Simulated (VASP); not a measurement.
# Hf2Si: single point with PBEsol

The system is Hf2Si.

```
CELL_PARAMETERS angstrom
6.38044 0.00000 0.00000
0.00000 6.38044 0.00000
0.00000 0.00000 5.20493
ATOMIC_POSITIONS crystal
Hf 0.15675 0.34325 0.00000
Hf 0.84325 0.34325 0.50000
Hf 0.84325 0.65675 0.00000
Hf 0.15675 0.65675 0.50000
Hf 0.65675 0.84325 0.50000
Hf 0.34325 0.84325 0.00000
Hf 0.34325 0.15675 0.50000
Hf 0.65675 0.15675 0.00000
Si 0.00000 0.00000 0.25000
Si 0.00000 0.00000 0.75000
Si 0.50000 0.50000 0.75000
Si 0.50000 0.50000 0.25000
```

This cell differs from its parent crystal: biaxial strain in the a-b plane: -2.0 %.

```json
{
 "Program": "VASP 6.6.1",
 "Task": "single point",
 "Functional": "PBEsol",
 "Potentials or basis": "VASP PAW PBE potentials, release 64 (Hf_pv, Si)",
 "Cutoff": "520 eV",
 "k mesh": "6 × 6 × 8",
 "Occupations": "gaussian, width 0.1 eV",
 "Spin": "no spin polarisation"
}
```

| Quantity | Value |
| --- | --- |
| Pressure | 4.3 GPa |
| Largest force | 0.013 eV/Å |
| Band gap on the k mesh | zero (bands 48 and 49 overlap by 0.88 eV) |

Forces on the atoms (eV/Å):
```
Hf   0.009 -0.009  0.000
Hf  -0.009 -0.009  0.000
Hf  -0.009  0.009  0.000
Hf   0.009  0.009  0.000
Hf   0.009 -0.009  0.000
Hf  -0.009 -0.009  0.000
Hf  -0.009  0.009  0.000
Hf   0.009  0.009  0.000
Si   0.000  0.000  0.000
Si   0.000  0.000  0.000
Si   0.000  0.000  0.000
Si   0.000  0.000  0.000
```

Stress tensor (GPa, compression positive):
```
 6.46  0.00  0.00
 0.00  6.46  0.00
 0.00  0.00 -0.05
```

Levels at points of the mesh, in eV from the Fermi level:
| k point | band 46 | band 47 | band 48 | band 49 | band 50 | band 51 |
| --- | --- | --- | --- | --- | --- | --- |
| (0.00, 0.00, 0.00) | -0.37 | 0.13 | 0.26 | 0.52 | 0.52 | 1.46 |
| (0.50, 0.00, 0.00) | -0.86 | -0.81 | -0.81 | 1.02 | 1.02 | 1.17 |
| (0.50, 0.50, 0.00) | -0.74 | -0.21 | -0.21 | 1.25 | 1.25 | 1.57 |
| (0.00, 0.00, 0.50) | -0.10 | -0.10 | -0.10 | 0.03 | 0.03 | 0.74 |
| (0.50, 0.00, 0.50) | -0.59 | -0.59 | -0.59 | 0.26 | 0.26 | 0.26 |
| (0.50, 0.50, 0.50) | -0.60 | -0.60 | -0.60 | 0.27 | 0.27 | 0.27 |

It took 24 min on 1 thread of Intel Xeon 8259CL (shared host), peak memory 0.59 GiB.

Caveat: the cell differs from its parent crystal (biaxial strain in the a-b plane: -2.0 %); the cell stands under pressure; the PAW data sets were made with another functional, which shifts forces and pressure a little; spin-orbit coupling is left out, which moves the levels of the heavy elements.
